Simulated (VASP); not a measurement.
# Si2Ni in VASP: a series of runs

Runs on Si2Ni. Level: PBEsol. Tasks: single point.

Everything below comes from runs of VASP 6.6.1. Logs are shortened: lines on timing, memory, paths and dates and some standing lists are left out, and cuts for length are marked.

## Step 1: The cell of the first run

It takes space group Immm (No. 71, orthorhombic). Conventional cell: a = 3.660 Å, b = 3.806 Å, c = 5.550 Å, α = 90.00°, β = 90.00°, γ = 90.00°. Within 3.1 Å of Si (site symmetry mm2) lie 4 Ni at 2.31 to 2.34 Å and 6 Si at 2.64 to 2.84 Å. Ni (site symmetry mmm) has 8 Si at 2.31 to 2.34 Å within 3.1 Å.

## Step 2: Single point, PBEsol (uniaxial strain along a: -4.0 %, then relaxed in part)

Contents of INCAR:

```
SYSTEM = Si2Ni
PREC = Accurate ; ENCUT = 520
EDIFF = 1E-6 ; ISMEAR = 0
SIGMA = 0.1 ; LREAL = .False.
LASPH = .True. ; NELM = 60
ALGO = Normal ; ISIF = 2
LWAVE = .False. ; LCHARG = .False.
GGA = PS ; NBANDS = 27
```

Contents of KPOINTS:

```
Automatic mesh
0
Gamma
  10 10 8
  0 0 0
```

Contents of POSCAR:

```
Si2Ni
1.0
    2.5878668349      2.5878668349      0.0000000000
   -2.6915937682      2.6915937682      0.0000000000
    0.0000000000      0.0000000000      5.5499983665
Si Ni
4 2
Direct
    0.0000000000      0.5000000000      0.7554639759
    0.5000000000      0.0000000000      0.7445360241
    0.5000000000      0.0000000000      0.2554639759
    0.0000000000      0.5000000000      0.2445360241
    0.0000000000      0.0000000000      0.0000000000
    0.5000000000      0.5000000000      0.5000000000
```

Potentials or basis: VASP PAW PBE potentials, release 64 (Si, Ni).

Run with:

```sh
cat potpaw_PBE.64/Si/POTCAR potpaw_PBE.64/Ni/POTCAR > POTCAR
mpirun -np 1 vasp_std > vasp.out
```

OUTCAR:

```text
SYSTEM = Si2Ni
   PREC = Accurate
   ENCUT = 520
   EDIFF = 1E-6
   ISMEAR = 0
   LREAL = .False.
   LASPH = .True.
   NELM = 60
   ISIF = 2
   GGA = PS

 ion  position               nearest neighbor table
   1  0.000  0.500  0.755-   6 2.31   6 2.31   5 2.34   5 2.34   2 2.64   2 2.64   2 2.64   2 2.64
                             4 2.71   4 2.84
   2  0.500  0.000  0.745-   5 2.31   5 2.31   6 2.34   6 2.34   1 2.64   1 2.64   1 2.64   1 2.64
                             3 2.71   3 2.84
   3  0.500  0.000  0.255-   5 2.31   5 2.31   6 2.34   6 2.34   4 2.64   4 2.64   4 2.64   4 2.64
                             2 2.71   2 2.84
   4  0.000  0.500  0.245-   6 2.31   6 2.31   5 2.34   5 2.34   3 2.64   3 2.64   3 2.64   3 2.64
                             1 2.71   1 2.84
   5  0.000  0.000  0.000-   2 2.31   3 2.31   2 2.31   3 2.31   1 2.34   4 2.34   1 2.34   4 2.34

   6  0.500  0.500  0.500-   1 2.31   4 2.31   1 2.31   4 2.31   2 2.34   3 2.34   3 2.34   2 2.34

  LATTYP: Found a simple orthorhombic cell.
 ALAT       =     3.6597963755
 B/A-ratio  =     1.0400820212
 C/A-ratio  =     1.5164773657

  Lattice vectors:

 A1 = (   2.5878668349,   2.5878668349,   0.0000000000)
 A2 = (  -2.6915937682,   2.6915937682,   0.0000000000)
 A3 = (   0.0000000000,   0.0000000000,   5.5499983665)

Analysis of symmetry for initial positions (statically):
=====================================================================
 Subroutine PRICEL returns following result:

  LATTYP: Found a body centered orthorhombic cell.
 ALAT       =     3.6597963755
 B/A-ratio  =     1.0400820212
 C/A-ratio  =     1.5164773657

  Lattice vectors:

 A1 = (   0.0518634666,  -2.6397303016,  -2.7749991832)
 A2 = (  -0.0518634666,   2.6397303016,  -2.7749991832)
 A3 = (   2.6397303016,  -0.0518634666,   2.7749991832)

   2 primitive cells build up your supercell.

 Routine SETGRP: Setting up the symmetry group for a
 simple orthorhombic supercell.

 Subroutine GETGRP returns: Found  8 space group operations
 (whereof  8 operations were pure point group operations)
 out of a pool of  8 trial point group operations.

The static configuration has the point symmetry D_2h.

Analysis of symmetry for dynamics (positions and initial velocities):
=====================================================================
 Subroutine PRICEL returns following result:

  LATTYP: Found a body centered orthorhombic cell.
 ALAT       =     3.6597963755
 B/A-ratio  =     1.0400820212
 C/A-ratio  =     1.5164773657

  Lattice vectors:

 A1 = (   0.0518634666,  -2.6397303016,  -2.7749991832)
 A2 = (  -0.0518634666,   2.6397303016,  -2.7749991832)
 A3 = (   2.6397303016,  -0.0518634666,   2.7749991832)

   2 primitive cells build up your supercell.

 Routine SETGRP: Setting up the symmetry group for a
 simple orthorhombic supercell.

 Subroutine GETGRP returns: Found  8 space group operations
 (whereof  8 operations were pure point group operations)
 out of a pool of  8 trial point group operations.

The dynamic configuration has the point symmetry D_2h.

 Subroutine INISYM returns: Found  8 space group operations
 (whereof  8 operations are pure point group operations),
 and found     2 'primitive' translations

----------------------------------------------------------------------------------------

                                     Primitive cell

  volume of cell :      38.6584

  direct lattice vectors                    reciprocal lattice vectors
     0.051863467 -2.639730302 -2.774999183     0.185763545 -0.185763545 -0.180180233
    -0.051863467  2.639730302 -2.774999183     0.193209323  0.193209323 -0.180180233
     2.639730302 -0.051863467  2.774999183     0.378972868  0.007445778  0.000000000

  length of vectors
     3.830337629  3.830337629  3.830337629     0.318560992  0.327298948  0.379046006

  position of ions in fractional coordinates (direct lattice)
     0.744536024  0.244536024  0.500000000
     0.255463976  0.755463976  0.500000000
     0.000000000  0.000000000  0.000000000

  ion indices of the primitive-cell ions
   primitive index   ion index
                 1           1
                 2           4
                 3           5

----------------------------------------------------------------------------------------

 KPOINTS: Automatic mesh

Automatic generation of k-mesh.
 Grid dimensions read from file:
 generate k-points for:   10   10    8

 Generating k-lattice:

  Cartesian coordinates                     Fractional coordinates (reciprocal lattice)
     0.019320932  0.019320932  0.000000000     0.100000000  0.000000000  0.000000000
    -0.018576354  0.018576354  0.000000000     0.000000000  0.100000000  0.000000000
     0.000000000  0.000000000  0.022522529     0.000000000  0.000000000  0.125000000

  Length of vectors
     0.027323925  0.026270932  0.022522529

  Shift w.r.t. Gamma in fractional coordinates (k-lattice)
     0.000000000  0.000000000  0.000000000

 Subroutine IBZKPT returns following result:
 ===========================================

 Found    180 irreducible k-points:

 Following reciprocal coordinates:
            Coordinates               Weight
  0.000000  0.000000  0.000000      1.000000
  0.100000  0.000000  0.000000      2.000000
  0.200000  0.000000  0.000000      2.000000
  0.300000  0.000000  0.000000      2.000000
  0.400000  0.000000  0.000000      2.000000
  0.500000  0.000000  0.000000      1.000000
[... 16 lines left out ...]
  0.400000  0.300000  0.000000      4.000000
  0.500000  0.300000  0.000000      2.000000
 [... further k-points ...]
   k-points           NKPTS =    180   k-points in BZ     NKDIM =    180   number of bands    NBANDS=     27
   number of dos      NEDOS =    301   number of ions     NIONS =      6
   total plane-waves  NPLWV =  32928
   dimension x,y,z NGX =    28 NGY =   28 NGZ =   42
   dimension x,y,z NGXF=    56 NGYF=   56 NGZF=   84
   ions per type =               4   2
   NGX,Y,Z   is equivalent  to a cutoff of  12.72, 12.23, 12.58 a.u.
   NGXF,Y,Z  is equivalent  to a cutoff of  25.44, 24.46, 25.16 a.u.
 SYSTEM =  Si2Ni
   PREC   = accura    normal or accurate (medium, high low for compatibility)
   ISTART =      0    job   : 0-new  1-cont  2-samecut
   ICHARG =      2    charge: 1-file 2-atom 10-const
   ISPIN  =      1    spin polarized calculation?
   LNONCOLLINEAR =      F non collinear calculations
   LSORBIT =      F    spin-orbit coupling
   LASPH  =      T    aspherical Exc in radial PAW
   ENCUT  =  520.0 eV  38.22 Ry    6.18 a.u.   6.80  7.08 10.32*2*pi/ulx,y,z
   NELM   =     60;   NELMIN=  2; NELMDL= -5     # of ELM steps
   EDIFF  = 0.1E-05   stopping-criterion for ELM
   LREAL  =      F    real-space projection
   EDIFFG = 0.1E-04   stopping-criterion for IOM
   NSW    =      0    number of steps for IOM
   IBRION =     -1    ionic relax: 0-MD 1-quasi-New 2-CG
   NFREE  =      0    steps in history (QN), initial steepest desc. (CG)
   ISIF   =      2    stress and relaxation
   ISYM   =      2    0-nonsym 1-usesym 2-fastsym
   POTIM  = 0.5000    time-step for ionic-motion
   TEBEG  =    0.0;   TEEND  =   0.0 temperature during run
   PSTRESS=    0.0 pullay stress
   NELECT =      36.0000    total number of electrons
   NUPDOWN=      -1.0000    fix difference up-down
   EMIN   =  10.00;   EMAX   =-10.00  energy-range for DOS
   EFERMI =   0.00;   METHOD = LEGACY
   ISMEAR =     0;   SIGMA  =   0.10  broadening in eV -4-tet -1-fermi 0-gaus
   EFERMI_NEDOS =   21; number of points for ismear=-14 and -15
   IALGO  =     38    algorithm
   IMIX   =      4    mixing-type and parameters
     AMIX     =   0.40;   BMIX     =  1.00
     AMIX_MAG =   1.60;   BMIX_MAG =  1.00
  volume/ion in A,a.u.               =      12.89        86.96
  Fermi-wavevector in a.u.,A,eV,Ry     =   1.268871  2.397819 21.905847  1.610034
  Thomas-Fermi vector in A             =   2.401943
   LORBIT       =      0    0 simple, 1 ext, 2 COOP (PROOUT), +10 PAW based schemes
   GGA     = PS    functional components
   LHFCALC =     F    Hartree Fock is set to
   AEXX    =    0.0000 exact exchange contribution
   IVDW    =     0    specifies the selected vdW correction
   LEPSILON=     F    determine dielectric tensor
   LRPA    =     F    only Hartree local field effects (RPA)
 non-spin polarized calculation
 Gauss-broadening in eV      SIGMA  =   0.10
  energy-cutoff  :      520.00
  volume of cell :       77.32
 maximum number of plane-waves:      2104
 NGX is ok and might be reduce to    28
   NGX = 13   NGY = 15   NGZ = 21

 number of electron      35.9999986 magnetization

 Free energy of the ion-electron system (eV)
  ---------------------------------------------------
  ext. energy  EPLUGINS =         0.00000000
  ---------------------------------------------------
  free energy    TOTEN  =       -37.90081844 eV

  energy without entropy =      -37.89220672  energy(sigma->0) =      -37.89651258

 E-fermi :  10.6770     XC(G=0): -11.7987

 val. band max:       10.6684608821   @ k =   0.3000   0.5000   0.0000
 cond. band min:      10.7127959307   @ k =   0.4000   0.4000   0.2500
 fundamental gap:      0.0443350486
 Fermi energy:        10.6770315245

 k-point     1 :       0.0000    0.0000    0.0000
  band No.  band energies     occupation
      1      -3.3882      2.00000
      2       0.2432      2.00000
      3       2.3954      2.00000
      4       3.6461      2.00000
      5       5.1736      2.00000
      6       5.3877      2.00000
[... 19 lines left out ...]
     26      15.8178      0.00000
     27      16.2481      0.00000

 k-point     2 :       0.1000    0.0000    0.0000
  band No.  band energies     occupation
      1      -3.2800      2.00000
      2       0.3305      2.00000
      3       2.4793      2.00000
      4       3.4399      2.00000
      5       5.1851      2.00000
      6       5.2240      2.00000
[... 652 lines left out ...]
 k-point    24 :       0.5000    0.3000    0.0000
  band No.  band energies     occupation
      1       0.0436      2.00000
      2       0.0436      2.00000
      3       2.7618      2.00000
      4       2.7618      2.00000
      5       3.9174      2.00000
      6       3.9174      2.00000
[... 19 lines left out ...]
     26      17.6034      0.00000
     27      18.7936      0.00000

 [... further k-points ...]

------------------------ aborting loop because EDIFF is reached ----------------------------------------

  FORCE on cell =-STRESS in cart. coord.  units (eV):
  Direction    XX          YY          ZZ          XY          YZ          ZX
  --------------------------------------------------------------------------------------
  -------------------------------------------------------------------------------------
  Total        1.6142827      1.6142827      0.0747053      1.5729161      0.0000000      0.0000000
  in kB       33.4515216     33.4515216      1.5480589     32.5943152      0.0000000      0.0000000
  external PRESSURE =      22.8170340 kB  Pullay stress =       0.0000000 kB

 VOLUME and BASIS-vectors are now :
 -----------------------------------------------------------------------------
  energy-cutoff  :      520.00
  volume of cell :       77.32
      direct lattice vectors                 reciprocal lattice vectors
     2.587866835  2.587866835  0.000000000     0.193209323  0.193209323  0.000000000
    -2.691593768  2.691593768  0.000000000    -0.185763545  0.185763545  0.000000000
     0.000000000  0.000000000  5.549998366     0.000000000  0.000000000  0.180180233

 POSITION                                       TOTAL-FORCE (eV/Angst)
 -----------------------------------------------------------------------------------
     -1.34580      1.34580      4.19282         0.000000      0.000000      0.003466
      1.29393      1.29393      4.13217         0.000000      0.000000     -0.003466
      1.29393      1.29393      1.41782         0.000000     -0.000000      0.003466
     -1.34580      1.34580      1.35717         0.000000     -0.000000     -0.003466
      0.00000      0.00000      0.00000         0.000000     -0.000000     -0.000000
     -0.05186      2.63973      2.77500        -0.000000      0.000000      0.000000
 -----------------------------------------------------------------------------------
    total drift:                               -0.000000      0.000000      0.000000

  FREE ENERGIE OF THE ION-ELECTRON SYSTEM (eV)
  ---------------------------------------------------
  free  energy   TOTEN  =       -37.9008184430 eV

  energy  without entropy=      -37.8922067231  energy(sigma->0) =      -37.89651258
```

Run time: 3.8 min. Hardware: 1 thread of Intel Xeon Platinum 8488C (Sapphire Rapids), shared host; peak memory 0.4 GiB.

What came out:

| Quantity | Value |
| --- | --- |
| Free energy | -37.9008 eV |
| Pressure | 2.3 GPa |
| Largest force | 0.003 eV/Å |
| Band gap on the k mesh | zero (bands 18 and 19 overlap by 1.85 eV) |

Forces in eV/Å, atoms in the order of the input:
```
Si   0.000  0.000  0.003
Si   0.000  0.000 -0.003
Si   0.000  0.000  0.003
Si   0.000  0.000 -0.003
Ni   0.000  0.000  0.000
Ni   0.000  0.000  0.000
```

Caveat: the cell differs from its parent crystal (uniaxial strain along a: -4.0 %, then relaxed in part); the PAW data sets were made with another functional, which shifts forces and pressure a little. Spin polarisation is off, so any magnetic state and its effect on volume and gap are missing.

## Step 3: Single point, PBEsol (biaxial strain in the a-b plane: +6.0 %, then relaxed in part)

Contents of INCAR:

```
PREC = Accurate
ENCUT = 520
EDIFF = 1E-6
ISMEAR = 0
SIGMA = 0.1
LREAL = False
LASPH = True
NELM = 60
ALGO = Normal
ISIF = 2
LWAVE = False
LCHARG = False
GGA = PS
NBANDS = 27
```

Contents of KPOINTS:

```
Automatic mesh
0
Gamma
  10 10 8
```

Contents of POSCAR:

```
Si2Ni
1.0
    2.8574362941      2.8574362941      0.0000000000
   -2.8574362941      2.8574362941      0.0000000000
    0.0000000000      0.0000000000      5.0142266490
Si Ni
4 2
Direct
    0.0000000000      0.5000000000      0.7500000000
    0.5000000000      0.0000000000      0.7500000000
    0.5000000000      0.0000000000      0.2500000000
    0.0000000000      0.5000000000      0.2500000000
    0.0000000000      0.0000000000      0.0000000000
    0.5000000000      0.5000000000      0.5000000000
```

Potentials or basis: VASP PAW PBE potentials, release 64 (Si, Ni).

Run with:

```sh
cat potpaw_PBE.64/Si/POTCAR potpaw_PBE.64/Ni/POTCAR > POTCAR
mpirun -np 1 vasp_std > vasp.out
```

It took 1.7 min on 1 thread of AMD EPYC 9R45 (Zen 5), shared host; peak memory 0.29 GiB.

Results (log left out):

```yaml
Free_energy: -37.7102 eV
Pressure: -6.2 GPa
Band_gap_on_the_k_mesh: zero (bands 18 and 19 overlap by 1.75 eV)
```

Stress tensor (GPa, compression positive):
```
-9.31  0.00  0.00
 0.00 -9.31  0.00
 0.00  0.00  0.09
```

Levels at points of the mesh, in eV from the Fermi level:
| k point | band 16 | band 17 | band 18 | band 19 | band 20 | band 21 |
| --- | --- | --- | --- | --- | --- | --- |
| (0.00, 0.00, 0.00) | -0.82 | -0.26 | 0.76 | 1.04 | 1.91 | 1.91 |
| (0.50, 0.00, 0.00) | -2.17 | -1.34 | -1.34 | 0.32 | 0.32 | 3.39 |
| (0.50, 0.50, 0.00) | -3.10 | -2.69 | -2.69 | -0.03 | -0.03 | 1.88 |
| (0.00, 0.00, 0.50) | -1.70 | -0.79 | -0.79 | -0.37 | -0.37 | 2.04 |
| (0.50, 0.00, 0.50) | -1.66 | -1.04 | -1.04 | 1.33 | 1.33 | 1.72 |
| (0.50, 0.50, 0.50) | -2.94 | -1.99 | -1.99 | 3.10 | 3.10 | 3.10 |

Caveat: the cell differs from its parent crystal (biaxial strain in the a-b plane: +6.0 %, then relaxed in part); the cell stands under tension; the PAW data sets were made with another functional, which shifts forces and pressure a little. Spin polarisation is off, so any magnetic state and its effect on volume and gap are missing.
